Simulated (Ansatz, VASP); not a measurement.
Two plane-wave programs on Sn3Te

```
CELL_PARAMETERS angstrom
-2.30090 2.30090 5.51649
2.30090 -2.30090 5.51649
2.30090 2.30090 -5.51649
ATOMIC_POSITIONS crystal
Te 0.00000 0.00000 0.00000
Sn 0.50000 0.50000 0.00000
Sn 0.25000 0.75000 0.50000
Sn 0.75000 0.25000 0.50000
```

Alike in both runs: functional RPBE; k mesh 5 × 5 × 5; occupations fermi-dirac, width 0.05 eV; no spin polarisation.

|  | VASP | Ansatz |
| --- | --- | --- |
| version | VASP 6.6.1 | Ansatz 0.2.0 |
| potentials or method | VASP PAW PBE potentials, release 64 (Te, Sn_d) | Ansatz PAW |
| plane-wave cutoff (eV) | 520 | 420 |
| valence electrons in the cell | 48 | 58 |
| task | single point | projected density of states |

```tsv
	VASP	Ansatz	Ansatz less VASP
gap on the k mesh at the Fermi level (eV)	none	none	-
pressure (GPa)	0.7	0.7	+0.04
traceless stress, the component that is largest in VASP (GPa)	-0.16	-0.15	+0.006
```

VASP's potentials were made for PBE, not for RPBE. A gap of «none» marks a metal or a gap that the smearing closes. The functional is the same, so the differences come from potentials, cutoffs and numerics. VASP's potentials hold 48 valence electrons a cell and Ansatz's 58, so a difference there can come from the potentials and not from the codes.

The k mesh is coarse, so the values compare programs but aren't converged. Spin-orbit coupling is off throughout.
